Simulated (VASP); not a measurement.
# Cu (I4/mmm) in VASP: a series of runs

The runs below take Cu through single point, with PBE.

Program: VASP 6.6.1. These are calculated values, not measurements. Logs are shortened: lines on timing, memory, paths and dates and some standing lists are left out, and cuts for length are marked.

## 1. The cell of the first run

It takes space group I4/mmm (No. 139, tetragonal). The conventional cell has a = 2.848 Å, b = 2.848 Å, c = 2.672 Å, α = 90.00°, β = 90.00°, γ = 90.00°. Within 3.2 Å of Cu (site symmetry 4/mmm) lie 14 Cu at 2.42 to 2.85 Å.

## 2. Single point, PBE

INCAR reads:

```
  PREC = Accurate
  ENCUT = 520
  EDIFF = 1E-6
  ISMEAR = 0
  SIGMA = 0.15
  LREAL = False
  LASPH = True
  NELM = 100
  ALGO = Fast
  ISIF = 2
  LWAVE = False
  LCHARG = False
  GGA = PE
  NBANDS = 12
```

KPOINTS reads:

```
Automatic mesh
0
Gamma
  22 22 22
```

POSCAR reads:

```
Cu
1.0
   -1.4241500000      1.4241500000      1.3359000000
    1.4241500000     -1.4241500000      1.3359000000
    1.4241500000      1.4241500000     -1.3359000000
Cu
1
Direct
    0.0000000000      0.0000000000      0.0000000000
```

Potentials or basis: VASP PAW PBE potentials, release 64 (Cu).

On the command line:

```bash
cat potpaw_PBE.64/Cu/POTCAR > POTCAR
mpirun -np 1 vasp_std > vasp.out
```

OUTCAR:

```text
PREC = Accurate
   ENCUT = 520
   EDIFF = 1E-6
   ISMEAR = 0
   LREAL = False
   LASPH = True
   NELM = 100
   ISIF = 2
   GGA = PE

 ion  position               nearest neighbor table
   1  0.000  0.000  0.000-

  LATTYP: Found a body centered tetragonal cell.
 ALAT       =     2.8483000000
 C/A-ratio  =     0.9380332128

  Lattice vectors:

 A1 = (  -1.4241500000,   1.4241500000,   1.3359000000)
 A2 = (   1.4241500000,  -1.4241500000,   1.3359000000)
 A3 = (   1.4241500000,   1.4241500000,  -1.3359000000)

Analysis of symmetry for initial positions (statically):
=====================================================================
 Subroutine PRICEL returns:
 Original cell was already a primitive cell.

 Routine SETGRP: Setting up the symmetry group for a
 body centered tetragonal supercell.

 Subroutine GETGRP returns: Found 16 space group operations
 (whereof 16 operations were pure point group operations)
 out of a pool of 16 trial point group operations.

The static configuration has the point symmetry D_4h.

Analysis of symmetry for dynamics (positions and initial velocities):
=====================================================================
 Subroutine PRICEL returns:
 Original cell was already a primitive cell.

 Routine SETGRP: Setting up the symmetry group for a
 body centered tetragonal supercell.

 Subroutine GETGRP returns: Found 16 space group operations
 (whereof 16 operations were pure point group operations)
 out of a pool of 16 trial point group operations.

The dynamic configuration has the point symmetry D_4h.

 Subroutine INISYM returns: Found 16 space group operations
 (whereof 16 operations are pure point group operations),
 and found     1 'primitive' translations

----------------------------------------------------------------------------------------

                                     Primitive cell

  volume of cell :      10.8379

  direct lattice vectors                    reciprocal lattice vectors
    -1.424150000  1.424150000  1.335900000     0.000000000  0.351086613  0.374279512
     1.424150000 -1.424150000  1.335900000     0.351086613  0.000000000  0.374279512
     1.424150000  1.424150000 -1.335900000     0.351086613  0.351086613  0.000000000

  length of vectors
     2.416823381  2.416823381  2.416823381     0.513173424  0.513173424  0.496511450

  position of ions in fractional coordinates (direct lattice)
     0.000000000  0.000000000  0.000000000

  ion indices of the primitive-cell ions
   primitive index   ion index
                 1           1

----------------------------------------------------------------------------------------

 KPOINTS: Automatic mesh

Automatic generation of k-mesh.
 Grid dimensions read from file:
 generate k-points for:   22   22   22

 Generating k-lattice:

  Cartesian coordinates                     Fractional coordinates (reciprocal lattice)
     0.000000000  0.015958482  0.017012705     0.045454545  0.000000000 -0.000000000
     0.015958482  0.000000000  0.017012705     0.000000000  0.045454545 -0.000000000
     0.015958482  0.015958482  0.000000000     0.000000000  0.000000000  0.045454545

  Length of vectors
     0.023326065  0.023326065  0.022568702

  Shift w.r.t. Gamma in fractional coordinates (k-lattice)
     0.000000000  0.000000000  0.000000000

 Subroutine IBZKPT returns following result:
 ===========================================

 Found    834 irreducible k-points:

 Following reciprocal coordinates:
            Coordinates               Weight
  0.000000  0.000000  0.000000      1.000000
  0.045455  0.000000 -0.000000      8.000000
  0.090909  0.000000 -0.000000      8.000000
  0.136364  0.000000 -0.000000      8.000000
  0.181818  0.000000 -0.000000      8.000000
  0.227273 -0.000000  0.000000      8.000000
[... 16 lines left out ...]
  0.500000  0.045455 -0.000000     16.000000
 -0.454545  0.045455  0.000000     16.000000
 [... further k-points ...]
   k-points           NKPTS =    834   k-points in BZ     NKDIM =    834   number of bands    NBANDS=     12
   number of dos      NEDOS =    301   number of ions     NIONS =      1
   total plane-waves  NPLWV =   5832
   dimension x,y,z NGX =    18 NGY =   18 NGZ =   18
   dimension x,y,z NGXF=    36 NGYF=   36 NGZF=   36
   ions per type =               1
   NGX,Y,Z   is equivalent  to a cutoff of  12.38, 12.38, 12.38 a.u.
   NGXF,Y,Z  is equivalent  to a cutoff of  24.76, 24.76, 24.76 a.u.
 SYSTEM =  unknown system
   PREC   = accura    normal or accurate (medium, high low for compatibility)
   ISTART =      0    job   : 0-new  1-cont  2-samecut
   ICHARG =      2    charge: 1-file 2-atom 10-const
   ISPIN  =      1    spin polarized calculation?
   LNONCOLLINEAR =      F non collinear calculations
   LSORBIT =      F    spin-orbit coupling
   LASPH  =      T    aspherical Exc in radial PAW
   ENCUT  =  520.0 eV  38.22 Ry    6.18 a.u.   4.49  4.49  4.49*2*pi/ulx,y,z
   NELM   =    100;   NELMIN=  2; NELMDL= -5     # of ELM steps
   EDIFF  = 0.1E-05   stopping-criterion for ELM
   LREAL  =      F    real-space projection
   EDIFFG = 0.1E-04   stopping-criterion for IOM
   NSW    =      0    number of steps for IOM
   IBRION =     -1    ionic relax: 0-MD 1-quasi-New 2-CG
   NFREE  =      0    steps in history (QN), initial steepest desc. (CG)
   ISIF   =      2    stress and relaxation
   ISYM   =      2    0-nonsym 1-usesym 2-fastsym
   POTIM  = 0.5000    time-step for ionic-motion
   TEBEG  =    0.0;   TEEND  =   0.0 temperature during run
   PSTRESS=    0.0 pullay stress
   NELECT =      11.0000    total number of electrons
   NUPDOWN=      -1.0000    fix difference up-down
   EMIN   =  10.00;   EMAX   =-10.00  energy-range for DOS
   EFERMI =   0.00;   METHOD = LEGACY
   ISMEAR =     0;   SIGMA  =   0.15  broadening in eV -4-tet -1-fermi 0-gaus
   EFERMI_NEDOS =   21; number of points for ismear=-14 and -15
   IALGO  =     68    algorithm
   IMIX   =      4    mixing-type and parameters
     AMIX     =   0.40;   BMIX     =  1.00
     AMIX_MAG =   1.60;   BMIX_MAG =  1.00
  volume/ion in A,a.u.               =      10.84        73.14
  Fermi-wavevector in a.u.,A,eV,Ry     =   1.645220  3.109015 36.827544  2.706748
  Thomas-Fermi vector in A             =   2.735054
   LORBIT       =      0    0 simple, 1 ext, 2 COOP (PROOUT), +10 PAW based schemes
   GGA     = PE    functional components
   LHFCALC =     F    Hartree Fock is set to
   AEXX    =    0.0000 exact exchange contribution
   IVDW    =     0    specifies the selected vdW correction
   LEPSILON=     F    determine dielectric tensor
   LRPA    =     F    only Hartree local field effects (RPA)
 non-spin polarized calculation
 RMM-DIIS sequential band-by-band and
 Gauss-broadening in eV      SIGMA  =   0.15
  energy-cutoff  :      520.00
  volume of cell :       10.84
 maximum number of plane-waves:       305
 NGX is ok and might be reduce to    18
   NGX =  9   NGY =  9   NGZ =  9

 number of electron      10.9999998 magnetization

 Free energy of the ion-electron system (eV)
  ---------------------------------------------------
  ext. energy  EPLUGINS =         0.00000000
  ---------------------------------------------------
  free energy    TOTEN  =        -3.62777997 eV

  energy without entropy =       -3.62357314  energy(sigma->0) =       -3.62567655

 E-fermi :   8.7228     XC(G=0): -13.2339

 val. band max:        8.7137958211   @ k =   0.3182   0.0909   0.0909
 cond. band min:       8.7314594162   @ k =   0.5000   0.2273   0.1364
 fundamental gap:      0.0176635951
 Fermi energy:         8.7228081502

 k-point     1 :       0.0000    0.0000    0.0000
  band No.  band energies     occupation
      1      -1.3197      2.00000
      2       5.1288      2.00000
      3       5.4188      2.00000
      4       5.4188      2.00000
      5       6.2792      2.00000
      6       6.5874      2.00000
      7      33.9055      0.00000
      8      33.9055      0.00000
      9      35.6916      0.00000
     10      38.3622      0.00000
     11      38.6844      0.00000
     12      38.9354      0.00000

 k-point     2 :       0.0455    0.0000   -0.0000
  band No.  band energies     occupation
      1      -1.2327      2.00000
      2       5.1379      2.00000
      3       5.4157      2.00000
      4       5.4259      2.00000
      5       6.2808      2.00000
      6       6.5731      2.00000
      7      33.4783      0.00000
      8      33.6949      0.00000
      9      34.9854      0.00000
     10      37.5202      0.00000
     11      37.8225      0.00000
     12      38.1645      0.00000

 k-point     3 :       0.0909    0.0000   -0.0000
  band No.  band energies     occupation
      1      -0.9740      2.00000
      2       5.1374      2.00000
      3       5.4035      2.00000
      4       5.4749      2.00000
      5       6.2865      2.00000
      6       6.5364      2.00000
      7      32.0480      0.00000
      8      33.1799      0.00000
      9      33.5391      0.00000
     10      35.9811      0.00000
     11      36.9198      0.00000
     12      37.8265      0.00000
[... 286 lines left out ...]
 k-point    23 :       0.5000    0.0455   -0.0000
  band No.  band energies     occupation
      1       3.1989      2.00000
      2       4.4018      2.00000
      3       6.4068      2.00000
      4       6.6180      2.00000
      5       7.0921      2.00000
      6       8.2941      1.99995
      7      14.0072      0.00000
      8      25.6633      0.00000
      9      26.6283      0.00000
     10      31.2172      0.00000
     11      34.5548      0.00000
     12      43.6565      0.00000

 k-point    24 :      -0.4545    0.0455    0.0000
  band No.  band energies     occupation
      1       3.1379      2.00000
      2       4.4365      2.00000
      3       6.4213      2.00000
      4       6.4906      2.00000
      5       6.9145      2.00000
      6       7.7050      2.00000
      7      15.1658      0.00000
      8      25.8082      0.00000
      9      26.9019      0.00000
     10      31.3210      0.00000
     11      34.6336      0.00000
     12      44.0063      0.00000

 [... further k-points ...]
[... 5 lines left out ...]
  --------------------------------------------------------------------------------------
  -------------------------------------------------------------------------------------
  Total        1.3034029      1.3034029      1.3477881      0.0000000      0.0000000      0.0000000
  in kB      192.6831978    192.6831978    199.2447084      0.0000000      0.0000000      0.0000000
  external PRESSURE =     194.8703680 kB  Pullay stress =       0.0000000 kB

 VOLUME and BASIS-vectors are now :
 -----------------------------------------------------------------------------
  energy-cutoff  :      520.00
  volume of cell :       10.84
      direct lattice vectors                 reciprocal lattice vectors
    -1.424150000  1.424150000  1.335900000     0.000000000  0.351086613  0.374279512
     1.424150000 -1.424150000  1.335900000     0.351086613  0.000000000  0.374279512
     1.424150000  1.424150000 -1.335900000     0.351086613  0.351086613  0.000000000

 POSITION                                       TOTAL-FORCE (eV/Angst)
 -----------------------------------------------------------------------------------
      0.00000      0.00000      0.00000        -0.000000      0.000000      0.000000
 -----------------------------------------------------------------------------------
    total drift:                                0.000000      0.000000      0.000000

  FREE ENERGIE OF THE ION-ELECTRON SYSTEM (eV)
  ---------------------------------------------------
  free  energy   TOTEN  =        -3.6277799680 eV

  energy  without entropy=       -3.6235731364  energy(sigma->0) =       -3.62567655
```

Wall time 40 s (1 thread of Intel Xeon 6975P-C (Granite Rapids), shared host); peak memory 0.2 GiB.

What came out:

| Quantity | Value |
| --- | --- |
| Free energy | -3.6278 eV |
| Pressure | 19.5 GPa |

(Part 1 of 2 ends here.)
